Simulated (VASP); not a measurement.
# Ta8N7 (Fm-3m) in VASP: single point with PBEsol

Aim: the single point of Ta8N7 with PBEsol.

Everything below comes from runs of VASP 6.6.1. Logs are shortened: lines on timing, memory, paths and dates and some standing lists are left out, and cuts for length are marked.

### Step 1. The cell of the first run

It takes space group Fm-3m (No. 225, cubic). Conventional cell: a = 8.712 Å, b = 8.712 Å, c = 8.712 Å, α = 90.00°, β = 90.00°, γ = 90.00°. Within 2.9 Å of Ta (site symmetry -43m) lie 6 N at 2.18 Å. Ta (site symmetry 4mm) has 5 N at 2.18 to 2.31 Å and 4 Ta at 2.90 Å within 2.9 Å. Within 2.9 Å of N (site symmetry mmm) lie 6 Ta at 2.18 Å. N (site symmetry m-3m) has 6 Ta at 2.31 Å and 12 N at 3.08 Å within 3.1 Å.

### Step 2. Single point, PBEsol

The input, INCAR:

```
PREC = Accurate
ENCUT = 520
EDIFF = 1E-6
ISMEAR = 0
SIGMA = 0.2
LREAL = Auto
LASPH = T
NELM = 60
ALGO = Normal
ISIF = 2
LWAVE = F
LCHARG = F
GGA = PS
NBANDS = 74
```

The input, KPOINTS:

```
Automatic mesh
0
Gamma
  12 12 12
```

The input, POSCAR:

```
Ta8N7
1.0
    0.0000000000      4.3561449992      4.3561449992
    4.3561449992      0.0000000000      4.3561449992
    4.3561449992      4.3561449992      0.0000000000
Ta N
8 7
Direct
    0.0000000000      0.0000000000      0.0000000000
    0.0146803140      0.0146803140      0.4853196860
    0.0146803140      0.4853196860      0.0146803140
    0.0146803140      0.4853196860      0.4853196860
    0.4853196860      0.0146803140      0.0146803140
    0.4853196860      0.0146803140      0.4853196860
    0.4853196860      0.4853196860      0.0146803140
    0.5000000000      0.5000000000      0.5000000000
    0.2500000000      0.2500000000      0.7500000000
    0.2500000000      0.7500000000      0.2500000000
    0.2500000000      0.7500000000      0.7500000000
    0.7500000000      0.2500000000      0.2500000000
    0.7500000000      0.2500000000      0.7500000000
    0.7500000000      0.7500000000      0.2500000000
    0.7500000000      0.7500000000      0.7500000000
```

Potentials or basis: VASP PAW PBE potentials, release 64 (Ta_pv, N).

On the command line:

```console
$ cat potpaw_PBE.64/Ta_pv/POTCAR potpaw_PBE.64/N/POTCAR > POTCAR
$ mpirun -np 1 vasp_std > vasp.out
```

OUTCAR:

```text
PREC = Accurate
   ENCUT = 520
   EDIFF = 1E-6
   ISMEAR = 0
   LREAL = Auto
   LASPH = T
   NELM = 60
   ISIF = 2
   GGA = PS

 ion  position               nearest neighbor table
   1  0.000  0.000  0.000-   9 2.18  10 2.18  11 2.18  12 2.18  13 2.18  14 2.18   2 3.08   3 3.08
                             5 3.08   2 3.08   4 3.08   6 3.08   3 3.08   4 3.08   7 3.08   5 3.08
   2  0.015  0.015  0.485-  10 2.18  11 2.18  12 2.18  13 2.18  15 2.31   4 2.90   5 2.90   6 2.90
                             3 2.90   1 3.08   1 3.08   8 3.08   8 3.08   3 3.26   5 3.26   6 3.26
   3  0.015  0.485  0.015-   9 2.18  11 2.18  12 2.18  14 2.18  15 2.31   4 2.90   5 2.90   7 2.90
                             2 2.90   1 3.08   1 3.08   8 3.08   8 3.08   2 3.26   5 3.26   7 3.26
   4  0.015  0.485  0.485-   9 2.18  10 2.18  13 2.18  14 2.18  15 2.31   3 2.90   6 2.90   7 2.90
                             2 2.90   8 3.08   1 3.08   1 3.08   8 3.08   3 3.26   6 3.26   7 3.26
   5  0.485  0.015  0.015-   9 2.18  10 2.18  13 2.18  14 2.18  15 2.31   3 2.90   6 2.90   7 2.90
                             2 2.90   1 3.08   1 3.08   8 3.08   8 3.08   6 3.26   2 3.26   7 3.26
   6  0.485  0.015  0.485-   9 2.18  11 2.18  12 2.18  14 2.18  15 2.31   4 2.90   5 2.90   7 2.90
                             2 2.90   8 3.08   1 3.08   1 3.08   8 3.08   5 3.26   4 3.26   7 3.26
   7  0.485  0.485  0.015-  10 2.18  11 2.18  12 2.18  13 2.18  15 2.31   4 2.90   5 2.90   6 2.90
                             3 2.90   8 3.08   1 3.08   1 3.08   8 3.08   6 3.26   4 3.26   3 3.26
   8  0.500  0.500  0.500-   9 2.18  10 2.18  11 2.18  12 2.18  13 2.18  14 2.18   3 3.08   5 3.08
                             7 3.08   4 3.08   6 3.08   7 3.08   2 3.08   3 3.08   4 3.08   2 3.08
   9  0.250  0.250  0.750-   1 2.18   8 2.18   4 2.18   5 2.18   6 2.18   3 2.18
  10  0.250  0.750  0.250-   1 2.18   8 2.18   4 2.18   5 2.18   7 2.18   2 2.18
  11  0.250  0.750  0.750-   1 2.18   8 2.18   3 2.18   6 2.18   7 2.18   2 2.18
  12  0.750  0.250  0.250-   1 2.18   8 2.18   3 2.18   6 2.18   7 2.18   2 2.18
  13  0.750  0.250  0.750-   1 2.18   8 2.18   4 2.18   5 2.18   7 2.18   2 2.18
  14  0.750  0.750  0.250-   1 2.18   8 2.18   4 2.18   5 2.18   6 2.18   3 2.18
  15  0.750  0.750  0.750-   2 2.31   3 2.31   4 2.31   5 2.31   6 2.31   7 2.31

  LATTYP: Found a face centered cubic cell.
 ALAT       =     8.7122899984

  Lattice vectors:

 A1 = (   0.0000000000,   4.3561449992,   4.3561449992)
 A2 = (   4.3561449992,   0.0000000000,   4.3561449992)
 A3 = (   4.3561449992,   4.3561449992,   0.0000000000)

Analysis of symmetry for initial positions (statically):
=====================================================================
 Subroutine PRICEL returns:
 Original cell was already a primitive cell.

 Routine SETGRP: Setting up the symmetry group for a
 face centered cubic supercell.

 Subroutine GETGRP returns: Found 48 space group operations
 (whereof 24 operations were pure point group operations)
 out of a pool of 48 trial point group operations.

The static configuration has the point symmetry T_d .
 The point group associated with its full space group is O_h .

Analysis of symmetry for dynamics (positions and initial velocities):
=====================================================================
 Subroutine PRICEL returns:
 Original cell was already a primitive cell.

 Routine SETGRP: Setting up the symmetry group for a
 face centered cubic supercell.

 Subroutine GETGRP returns: Found 48 space group operations
 (whereof 24 operations were pure point group operations)
 out of a pool of 48 trial point group operations.

The dynamic configuration has the point symmetry T_d .
 The point group associated with its full space group is O_h .

 Subroutine INISYM returns: Found 48 space group operations
 (whereof 24 operations are pure point group operations),
 and found     1 'primitive' translations

----------------------------------------------------------------------------------------

                                     Primitive cell

  volume of cell :     165.3244

  direct lattice vectors                    reciprocal lattice vectors
     0.000000000  4.356144999  4.356144999    -0.114780385  0.114780385  0.114780385
     4.356144999  0.000000000  4.356144999     0.114780385 -0.114780385  0.114780385
     4.356144999  4.356144999  0.000000000     0.114780385  0.114780385 -0.114780385

  length of vectors
     6.160519338  6.160519338  6.160519338     0.198805458  0.198805458  0.198805458

  position of ions in fractional coordinates (direct lattice)
     0.000000000  0.000000000  0.000000000
     0.014680314  0.014680314  0.485319686
     0.014680314  0.485319686  0.014680314
     0.014680314  0.485319686  0.485319686
     0.485319686  0.014680314  0.014680314
[... 51 lines left out ...]
 ===========================================

 Found     72 irreducible k-points:

 Following reciprocal coordinates:
            Coordinates               Weight
  0.000000  0.000000  0.000000      1.000000
  0.083333  0.000000  0.000000      8.000000
  0.166667  0.000000  0.000000      8.000000
  0.250000  0.000000  0.000000      8.000000
  0.333333  0.000000  0.000000      8.000000
  0.416667  0.000000  0.000000      8.000000
[... 16 lines left out ...]
  0.500000  0.166667  0.000000     24.000000
 -0.416667  0.166667  0.000000     24.000000
 [... further k-points ...]
   k-points           NKPTS =     72   k-points in BZ     NKDIM =     72   number of bands    NBANDS=     74
   number of dos      NEDOS =    301   number of ions     NIONS =     15
   total plane-waves  NPLWV = 110592
   dimension x,y,z NGX =    48 NGY =   48 NGZ =   48
   dimension x,y,z NGXF=    96 NGYF=   96 NGZF=   96
   ions per type =               8   7
   NGX,Y,Z   is equivalent  to a cutoff of  12.95, 12.95, 12.95 a.u.
   NGXF,Y,Z  is equivalent  to a cutoff of  25.91, 25.91, 25.91 a.u.
 SYSTEM =  unknown system
   PREC   = accura    normal or accurate (medium, high low for compatibility)
   ISTART =      0    job   : 0-new  1-cont  2-samecut
   ICHARG =      2    charge: 1-file 2-atom 10-const
   ISPIN  =      1    spin polarized calculation?
   LNONCOLLINEAR =      F non collinear calculations
   LSORBIT =      F    spin-orbit coupling
   LASPH  =      T    aspherical Exc in radial PAW
   ENCUT  =  520.0 eV  38.22 Ry    6.18 a.u.  11.45 11.45 11.45*2*pi/ulx,y,z
   NELM   =     60;   NELMIN=  2; NELMDL= -5     # of ELM steps
   EDIFF  = 0.1E-05   stopping-criterion for ELM
   LREAL  =      T    real-space projection
   EDIFFG = 0.1E-04   stopping-criterion for IOM
   NSW    =      0    number of steps for IOM
[... 5 lines left out ...]
   TEBEG  =    0.0;   TEEND  =   0.0 temperature during run
   PSTRESS=    0.0 pullay stress
   NELECT =     123.0000    total number of electrons
   NUPDOWN=      -1.0000    fix difference up-down
   EMIN   =  10.00;   EMAX   =-10.00  energy-range for DOS
   EFERMI =   0.00;   METHOD = LEGACY
   ISMEAR =     0;   SIGMA  =   0.20  broadening in eV -4-tet -1-fermi 0-gaus
   EFERMI_NEDOS =   21; number of points for ismear=-14 and -15
   IALGO  =     38    algorithm
   IMIX   =      4    mixing-type and parameters
     AMIX     =   0.40;   BMIX     =  1.00
     AMIX_MAG =   1.60;   BMIX_MAG =  1.00
  volume/ion in A,a.u.               =      11.02        74.38
  Fermi-wavevector in a.u.,A,eV,Ry     =   1.483420  2.803258 29.940106  2.200536
  Thomas-Fermi vector in A             =   2.597084
   LORBIT       =      0    0 simple, 1 ext, 2 COOP (PROOUT), +10 PAW based schemes
   GGA     = PS    functional components
   LHFCALC =     F    Hartree Fock is set to
   AEXX    =    0.0000 exact exchange contribution
   IVDW    =     0    specifies the selected vdW correction
   LEPSILON=     F    determine dielectric tensor
   LRPA    =     F    only Hartree local field effects (RPA)
 non-spin polarized calculation
 Gauss-broadening in eV      SIGMA  =   0.20
  energy-cutoff  :      520.00
  volume of cell :      165.32
 maximum number of plane-waves:      4520
 NGX is ok and might be reduce to    48
   NGX = 23   NGY = 23   NGZ = 23

 number of electron     122.9999992 magnetization

 Free energy of the ion-electron system (eV)
  ---------------------------------------------------
  ext. energy  EPLUGINS =         0.00000000
  ---------------------------------------------------
  free energy    TOTEN  =      -176.66123100 eV

  energy without entropy =     -176.53564842  energy(sigma->0) =     -176.59843971

 E-fermi :   8.7816     XC(G=0): -13.5389

 val. band max:        8.7773308080   @ k =   0.5000   0.0833   0.0000
 cond. band min:       8.7829989968   @ k =   0.5000   0.3333   0.0000
 fundamental gap:      0.0056681888
 Fermi energy:         8.7816460001

 k-point     1 :       0.0000    0.0000    0.0000
  band No.  band energies     occupation
      1     -27.5458      2.00000
      2     -27.5458      2.00000
      3     -27.5458      2.00000
      4     -27.3924      2.00000
      5     -27.3924      2.00000
      6     -27.3924      2.00000
[... 1813 lines left out ...]
     72      11.5792      0.00000
     73      11.6531      0.00000

 [... further k-points ...]

 [bands above 73 left out]

------------------------ aborting loop because EDIFF is reached ----------------------------------------

  FORCE on cell =-STRESS in cart. coord.  units (eV):
  Direction    XX          YY          ZZ          XY          YZ          ZX
  --------------------------------------------------------------------------------------
  -------------------------------------------------------------------------------------
  Total        0.8387962      0.8387962      0.8387962      0.0000000      0.0000000      0.0000000
  in kB        8.1288676      8.1288676      8.1288676      0.0000000      0.0000000      0.0000000
  external PRESSURE =       8.1288676 kB  Pullay stress =       0.0000000 kB

 VOLUME and BASIS-vectors are now :
 -----------------------------------------------------------------------------
  energy-cutoff  :      520.00
  volume of cell :      165.32
      direct lattice vectors                 reciprocal lattice vectors
     0.000000000  4.356144999  4.356144999    -0.114780385  0.114780385  0.114780385
     4.356144999  0.000000000  4.356144999     0.114780385 -0.114780385  0.114780385
     4.356144999  4.356144999  0.000000000     0.114780385  0.114780385 -0.114780385

 POSITION                                       TOTAL-FORCE (eV/Angst)
 -----------------------------------------------------------------------------------
      0.00000      0.00000      0.00000         0.000000      0.000000      0.000000
      2.17807      2.17807      0.12790         0.000000      0.000000      0.026360
      2.17807      0.12790      2.17807         0.000000      0.026360      0.000000
      4.22825      2.17807      2.17807        -0.026360      0.000000      0.000000
      0.12790      2.17807      2.17807         0.026360      0.000000      0.000000
      2.17807      4.22825      2.17807         0.000000     -0.026360      0.000000
      2.17807      2.17807      4.22825         0.000000      0.000000     -0.026360
      4.35614      4.35614      4.35614         0.000000      0.000000      0.000000
      4.35614      4.35614      2.17807         0.000000      0.000000      0.000000
      4.35614      2.17807      4.35614         0.000000      0.000000      0.000000
      6.53422      4.35614      4.35614         0.000000      0.000000      0.000000
      2.17807      4.35614      4.35614         0.000000      0.000000      0.000000
      4.35614      6.53422      4.35614         0.000000      0.000000      0.000000
      4.35614      4.35614      6.53422         0.000000      0.000000      0.000000
      6.53422      6.53422      6.53422         0.000000      0.000000      0.000000
 -----------------------------------------------------------------------------------
    total drift:                                0.000000      0.000000     -0.000000

  FREE ENERGIE OF THE ION-ELECTRON SYSTEM (eV)
  ---------------------------------------------------
  free  energy   TOTEN  =      -176.6612310008 eV

  energy  without entropy=     -176.5356484222  energy(sigma->0) =     -176.59843971
```

Run time: 28 min. Hardware: 1 thread of Intel Xeon 6975P-C (Granite Rapids), shared host; peak memory 0.67 GiB.

What came out:

```
Free energy            : -176.6612 eV
Pressure               : 0.8 GPa
Largest force          : 0.026 eV/Å
Band gap on the k mesh : zero (an odd number of electrons rules out a gap without spin polarisation)
```

Forces in eV/Å, atoms in the order of the input:
```
Ta   0.000  0.000  0.000
Ta   0.000  0.000  0.026
Ta   0.000  0.026  0.000
Ta  -0.026  0.000  0.000
Ta   0.026  0.000  0.000
Ta   0.000 -0.026  0.000
Ta   0.000  0.000 -0.026
Ta   0.000  0.000  0.000
N    0.000  0.000  0.000
N    0.000  0.000  0.000
N    0.000  0.000  0.000
N    0.000  0.000  0.000
N    0.000  0.000  0.000
N    0.000  0.000  0.000
N    0.000  0.000  0.000
```

Caveat: the PAW data sets were made with another functional, which shifts forces and pressure a little; spin-orbit coupling is left out, which moves the levels of the heavy elements; an odd number of electrons without spin polarisation forces a metal; a magnetic or distorted state may lie lower.
